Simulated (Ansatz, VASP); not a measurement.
**Hf in VASP and in Ansatz**

```
Hf
1.0
     3.15889    0.00000    0.00000
    -1.57944    2.73567    0.00000
     0.00000    0.00000    5.00112
Hf
2
Direct
  0.33333 0.66667 0.25000
  0.66667 0.33333 0.75000
```

Alike in both runs: task single point; functional PBEsol; k mesh 14 × 14 × 8; occupations fermi-dirac, width 0.08 eV; no spin polarisation.

|  | VASP | Ansatz |
| --- | --- | --- |
| version | VASP 6.6.1 | Ansatz 0.2.0 |
| potentials or method | VASP PAW PBE potentials, release 64 (Hf_pv), cutoff 520 eV | all-electron LAPW, scalar-relativistic |

```csv
,VASP,Ansatz,Ansatz less VASP
pressure (GPa),-0.4,0.0,+0.41
"traceless stress, the component that is largest in VASP (GPa)",-0.07,0.00,+0.071
```

VASP's potentials were made for PBE, not for PBEsol. Ansatz ran all-electron here, and VASP with PAW potentials.

Spin-orbit coupling is off throughout.
